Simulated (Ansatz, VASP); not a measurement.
**One calculation of Pt, two programs**

```xyz
8
Lattice="4.9977 0.0000 0.0000 0.0000 4.9977 0.0000 0.0000 0.0000 4.9977" Properties=species:S:1:pos:R:3 pbc="T T T"
Pt    0.0000    0.0000    0.0000
Pt    2.4988    2.4988    2.4988
Pt    1.2494    4.9977    2.4988
Pt    3.7483    4.9977    2.4988
Pt    2.4988    1.2494    0.0000
Pt    2.4988    3.7483    0.0000
Pt    4.9977    2.4988    1.2494
Pt    0.0000    2.4988    3.7483
```

Alike in both runs: functional PBEsol; k mesh 5 × 5 × 5; occupations fermi-dirac, width 0.1 eV; no spin polarisation.

Ansatz relaxed the structure, and its values are those at the end. VASP's run is a single point on that final structure, the one shown.

```csv
,VASP,Ansatz
version,VASP 6.6.1,Ansatz 0.2.0
potentials or method,"VASP PAW PBE potentials, release 64 (Pt), cutoff 520 eV","plane waves (420 eV) with PAW, scalar-relativistic"
valence electrons in the cell,80,144
```

Ansatz gave:

```
pressure (GPa) : 0.0
```

Q: Which values does VASP return?

A: Pressure (GPa): -0.4.

VASP's potentials were made for PBE, not for PBEsol, and Ansatz warns of the same on its side. VASP's potentials hold 80 valence electrons a cell and Ansatz's 144, so a difference there can come from the potentials and not from the codes.

Spin-orbit coupling is off throughout.
